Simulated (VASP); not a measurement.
Input of a VASP 6.6.1 run:

INCAR

```
ALGO     = Fast           # electronic algorithm
EDIFF    = 1E-6           # SCF threshold, eV
ENCUT    = 520            # plane-wave cutoff, eV
GGA      = PS             # functional
ISIF     = 2              # what is computed and relaxed
ISMEAR   = 0              # smearing method
LASPH    = True           # aspherical terms in the spheres
LCHARG   = False          # write CHGCAR
LREAL    = False          # projectors in reciprocal space
LWAVE    = False          # write WAVECAR
NBANDS   = 12             # bands
NELM     = 100            # most SCF steps
PREC     = Accurate       # precision mode
SIGMA    = 0.15           # smearing width, eV
```

File KPOINTS:

```
k-points
0
Gamma
  22 22 22
```

Contents of POSCAR:

```
Ti
1.0
   -1.5794092981      1.5794092981      1.8340100770
    1.5794092981     -1.5794092981      1.8340100770
    1.5794092981      1.5794092981     -1.8340100770
Ti
1
Direct
    0.0000000000      0.0000000000      0.0000000000
```

Potentials or basis: VASP PAW PBE potentials, release 64 (Ti_sv).

Launch:

```console
$ cat potpaw_PBE.64/Ti_sv/POTCAR > POTCAR
$ mpirun -np 1 vasp_std > vasp.out
```

What does it give for the band gap on the k mesh?

Zero (band 6 reaches 8.38 eV, above the bottom of band 7 at 6.89 eV).

Estimate the pressure.

-9.3 GPa.

Stress tensor (GPa, compression positive):
```
-10.27   0.00   0.00
  0.00 -10.27   0.00
  0.00   0.00  -7.26
```

Caveat: the PAW data sets were made with another functional, which shifts forces and pressure a little.
